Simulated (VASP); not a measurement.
# Hf (P6_3/mmc) in VASP: further runs

Aim: see how the results for Hf move with the level of theory and the settings. Levels: BLYP+D3(BJ), PBEsol+D3(BJ), PBE+D3(BJ). Tasks: single point.

Everything below comes from runs of VASP 6.6.1. Logs are shortened: lines on timing, memory, paths and dates and some standing lists are left out, and cuts for length are marked.

**1. The cell of the first run**

It takes space group P6_3/mmc (No. 194, hexagonal). The conventional cell has a = 3.197 Å, b = 3.197 Å, c = 5.058 Å, α = 90.00°, β = 90.00°, γ = 120.00°. Within 4.1 Å of Hf (site symmetry -6m2) lie 12 Hf at 3.13 to 3.20 Å.

**2. Single point, BLYP+D3(BJ), non-collinear spin, zero start, spin-orbit coupling**

Contents of INCAR:

```
SYSTEM = Hf
AGGAC    = 1.0          
AGGAX    = 1.0          
ALDAC    = 0.0          
ALDAX    = 1.0          
ALGO     = Normal         ! electronic algorithm
EDIFF    = 1E-6           ! SCF threshold, eV
ENCUT    = 500            ! plane-wave cutoff, eV
GGA      = B5             ! functional
GGA_COMPAT= .FALSE.      
ISIF     = 2              ! what is computed and relaxed
ISMEAR   = 1              ! smearing method
IVDW     = 12             ! dispersion correction
LASPH    = .TRUE.         ! aspherical terms in the spheres
LCHARG   = .FALSE.        ! write CHGCAR
LMAXMIX  = 4              ! l up to which the mixer works
LNONCOLLINEAR= .TRUE.         ! non-collinear magnetism
LORBIT   = 11             ! projections on sites
LORBMOM  = .TRUE.       
LREAL    = .FALSE.        ! projectors in reciprocal space
LSORBIT  = .TRUE.         ! spin-orbit coupling
LWAVE    = .FALSE.        ! write WAVECAR
MAGMOM   = 0 0 0 0 0 0    ! initial moments
NBANDS   = 32             ! bands
NELM     = 200            ! most SCF steps
PREC     = Accurate       ! precision mode
SIGMA    = 0.2            ! smearing width, eV
VDW_A1   = 0.4298       
VDW_A2   = 4.2359       
VDW_S6   = 1.0          
VDW_S8   = 2.6996
```

Contents of KPOINTS:

```
k-points
0
G
  7 7 4
  0 0 0
```

Contents of POSCAR:

```
Hf
1.0
    3.1967000000      0.0000000000      0.0000000000
   -1.5983500000      2.7684234083      0.0000000000
    0.0000000000      0.0000000000      5.0578000000
Hf
2
Direct
    0.6666666667      0.3333333333      0.7500000000
    0.3333333333      0.6666666667      0.2500000000
```

Potentials or basis: VASP PAW PBE potentials, release 64 (Hf_pv).

The run is started by

```console
$ cat potpaw_PBE.64/Hf_pv/POTCAR > POTCAR
$ mpirun -np 1 vasp_ncl > vasp.out
```

OUTCAR:

```text
SYSTEM = Hf
   EDIFF = 1E-6
   ENCUT = 500
   GGA = B5
   ISIF = 2
   ISMEAR = 1
   IVDW = 12
   LASPH = .TRUE.
   LNONCOLLINEAR = .TRUE.
   LORBIT = 11
   LREAL = .FALSE.
   LSORBIT = .TRUE.
   NELM = 200
   PREC = Accurate
 IVDW          = 12

 ion  position               nearest neighbor table
   1  0.667  0.333  0.750-   2 3.13   2 3.13   2 3.13   2 3.13   2 3.13   2 3.13
   2  0.333  0.667  0.250-   1 3.13   1 3.13   1 3.13   1 3.13   1 3.13   1 3.13

  LATTYP: Found a hexagonal cell.
 ALAT       =     3.1967000000
 C/A-ratio  =     1.5821941377

  Lattice vectors:

 A1 = (   3.1967000000,   0.0000000000,   0.0000000000)
 A2 = (  -1.5983500000,   2.7684234083,   0.0000000000)
 A3 = (   0.0000000000,   0.0000000000,   5.0578000000)

Analysis of symmetry for initial positions (statically):
=====================================================================
 Subroutine PRICEL returns:
 Original cell was already a primitive cell.

 Routine SETGRP: Setting up the symmetry group for a
 hexagonal supercell.

 Subroutine GETGRP returns: Found 24 space group operations
 (whereof 12 operations were pure point group operations)
 out of a pool of 24 trial point group operations.

The static configuration has the point symmetry D_3d.
 The point group associated with its full space group is D_6h.

Analysis of symmetry for dynamics (positions and initial velocities):
=====================================================================
 Subroutine PRICEL returns:
 Original cell was already a primitive cell.

 Routine SETGRP: Setting up the symmetry group for a
 hexagonal supercell.

 Subroutine GETGRP returns: Found 24 space group operations
 (whereof 12 operations were pure point group operations)
 out of a pool of 24 trial point group operations.

The dynamic configuration has the point symmetry D_3d.
 The point group associated with its full space group is D_6h.

Analysis of structural, dynamic, and magnetic symmetry:
=====================================================================
 Subroutine PRICEL returns:
 Original cell was already a primitive cell.

 Routine SETGRP: Setting up the symmetry group for a
 hexagonal supercell.

 Subroutine GETGRP returns: Found 24 space group operations
 (whereof 12 operations were pure point group operations)
 out of a pool of 24 trial point group operations.

The overall configuration has the point symmetry D_3d.
 The point group associated with its full space group is D_6h.

 Subroutine INISYM returns: Found 24 space group operations
 (whereof 12 operations are pure point group operations),
 and found     1 'primitive' translations

[... 1021 lines left out ...]

  FREE ENERGIE OF THE ION-ELECTRON SYSTEM (eV)
  ---------------------------------------------------
  free  energy   TOTEN  =       -20.8503890649 eV

  energy  without entropy=      -20.8539842475  energy(sigma->0) =      -20.85158746

 orbital moment (x)

 # of ion     p       d       tot
 ----------------------------------------
  1         0.000   0.000   0.000
  2        -0.000   0.000  -0.000
 ----------------------------------------
           -0.000   0.000  -0.000

 orbital moment (y)

 # of ion     p       d       tot
 ----------------------------------------
  1        -0.000  -0.000  -0.000
  2         0.000  -0.000  -0.000
 ----------------------------------------
           -0.000  -0.000  -0.000

 orbital moment (z)

 # of ion     p       d       tot
 ----------------------------------------
  1         0.000   0.000   0.000
  2         0.000   0.000   0.000
 ----------------------------------------
            0.000   0.000   0.000

 Spin-Orbit-Coupling matrix elements

 Ion:    1  E_soc:     -1.3696447
 l=   1
     0.0000000    -0.2193722    -0.2197434
    -0.2193722     0.0000000    -0.2193722
    -0.2197434    -0.2193722     0.0000000
 l=   2
     0.0000000    -0.0015193     0.0000000    -0.0015193    -0.0074505
    -0.0015193     0.0000000    -0.0055146    -0.0017776    -0.0015193
     0.0000000    -0.0055146     0.0000000    -0.0055146     0.0000000
    -0.0015193    -0.0017776    -0.0055146     0.0000000    -0.0015193
    -0.0074505    -0.0015193     0.0000000    -0.0015193     0.0000000
 l=   3
     0.0000000     0.0000000     0.0000000     0.0000000     0.0000000     0.0000000     0.0000000
     0.0000000     0.0000000     0.0000000     0.0000000     0.0000000     0.0000000     0.0000000
     0.0000000     0.0000000     0.0000000     0.0000000     0.0000000     0.0000000     0.0000000
     0.0000000     0.0000000     0.0000000     0.0000000     0.0000000     0.0000000     0.0000000
     0.0000000     0.0000000     0.0000000     0.0000000     0.0000000     0.0000000     0.0000000
     0.0000000     0.0000000     0.0000000     0.0000000     0.0000000     0.0000000     0.0000000
     0.0000000     0.0000000     0.0000000     0.0000000     0.0000000     0.0000000     0.0000000

 Ion:    2  E_soc:     -1.3696447
 l=   1
     0.0000000    -0.2193722    -0.2197434
    -0.2193722     0.0000000    -0.2193722
    -0.2197434    -0.2193722     0.0000000
 l=   2
     0.0000000    -0.0015193     0.0000000    -0.0015193    -0.0074505
    -0.0015193     0.0000000    -0.0055146    -0.0017776    -0.0015193
     0.0000000    -0.0055146     0.0000000    -0.0055146     0.0000000
    -0.0015193    -0.0017776    -0.0055146     0.0000000    -0.0015193
    -0.0074505    -0.0015193     0.0000000    -0.0015193     0.0000000
 l=   3
     0.0000000     0.0000000     0.0000000     0.0000000     0.0000000     0.0000000     0.0000000
     0.0000000     0.0000000     0.0000000     0.0000000     0.0000000     0.0000000     0.0000000
     0.0000000     0.0000000     0.0000000     0.0000000     0.0000000     0.0000000     0.0000000
     0.0000000     0.0000000     0.0000000     0.0000000     0.0000000     0.0000000     0.0000000
     0.0000000     0.0000000     0.0000000     0.0000000     0.0000000     0.0000000     0.0000000
     0.0000000     0.0000000     0.0000000     0.0000000     0.0000000     0.0000000     0.0000000
     0.0000000     0.0000000     0.0000000     0.0000000     0.0000000     0.0000000     0.0000000

 total charge

# of ion       s       p       d       tot
------------------------------------------
    1        0.389   6.441   1.608   8.437
    2        0.389   6.441   1.608   8.437
--------------------------------------------------
tot          0.778  12.882   3.215  16.875

 magnetization (x)

# of ion       s       p       d       tot
------------------------------------------
    1       -0.000   0.000   0.000   0.000
    2       -0.000   0.000   0.000   0.000
--------------------------------------------------
tot         -0.000   0.000   0.000   0.000

 magnetization (y)

# of ion       s       p       d       tot
------------------------------------------
    1        0.000   0.000   0.000   0.000
    2        0.000   0.000   0.000   0.000
--------------------------------------------------
tot          0.000   0.000   0.000   0.000

 magnetization (z)

# of ion       s       p       d       tot
------------------------------------------
    1        0.000   0.000   0.000   0.000
    2        0.000   0.000   0.000   0.000
--------------------------------------------------
tot          0.000   0.000   0.000   0.000
```

Wall time 2 min (1 thread of Intel Xeon 8259CL, shared host); peak memory 0.28 GiB.

Results:

```
Free energy                                           : -20.8504 eV
Pressure                                              : -5.0 GPa
Net moment                                            : 0.00 μB per cell
Valence electrons inside the program's atomic spheres : Hf 8.44
Dispersion energy per atom                            : -1.125 eV
```

Stress tensor (GPa, compression positive):
```
-5.13  0.00  0.00
 0.00 -5.13  0.00
 0.00  0.00 -4.64
```

Moments on the atoms (μB; x, y, z):
```
Hf  0.00 0.00 0.00
Hf  0.00 0.00 0.00
```

Caveat: the PAW data sets were made with another functional, which shifts forces and pressure a little.

**3. Single point, PBEsol+D3(BJ)**

This run uses another cell than the first one, of 20.82 Å³/atom, 0.930 times its volume.

Contents of INCAR:

```
SYSTEM = Hf
  ALGO = Normal
  EDIFF = 1E-6
  ENCUT = 520
  GGA = PS
  ISIF = 2
  ISMEAR = -1
  IVDW = 12
  LASPH = .TRUE.
  LCHARG = .TRUE.
  LELF = .TRUE.
  LREAL = .FALSE.
  LVHAR = .TRUE.
  LWAVE = .FALSE.
  NBANDS = 17
  NELM = 100
  PREC = Accurate
  SIGMA = 0.05
```

Contents of KPOINTS:

```
k-points
0
G
  10 10 5
  0 0 0
```

Contents of POSCAR:

```
Hf
1.0
    3.1205587850      0.0000000000      0.0000000000
   -1.5602793925      2.7024831818      0.0000000000
    0.0000000000      0.0000000000      4.9376691160
Hf
2
Direct
    0.6666666667      0.3333333333      0.7500000000
    0.3333333333      0.6666666667      0.2500000000
```

Potentials or basis: VASP PAW PBE potentials, release 64 (Hf_pv).

The run is started by

```console
$ cat potpaw_PBE.64/Hf_pv/POTCAR > POTCAR
$ mpirun -np 1 vasp_std > vasp.out
```

Run time: 8.8 s. Hardware: 1 thread of Intel Xeon 6975P-C (Granite Rapids), shared host; peak memory 0.18 GiB.

The run converged. Its results:

| Item | Value |
| --- | --- |
| Free energy | -22.0997 eV |
| Pressure | -0.4 GPa |
| Band gap on the k mesh | zero (band 10 reaches 6.45 eV, above the bottom of band 11 at 4.91 eV) |
| Dispersion energy per atom | -0.551 eV |

Stress tensor (GPa, compression positive):
```
-0.34  0.00  0.00
 0.00 -0.34  0.00
 0.00  0.00 -0.45
```

Levels at points of the mesh, in eV from the Fermi level:
```csv
k point,band 8,band 9,band 10,band 11,band 12,band 13
"(0.00, 0.00, 0.00)",-3.92,0.98,1.21,1.21,1.51,2.11
"(0.50, 0.00, 0.00)",-3.00,-2.44,-0.62,0.78,0.99,1.84
```

Caveat: the PAW data sets were made with another functional, which shifts forces and pressure a little; spin-orbit coupling is left out, which moves the levels of the heavy elements; pairwise dispersion overbinds metals, which lowers pressure and volume.

(Continued in part 2 of 2.)
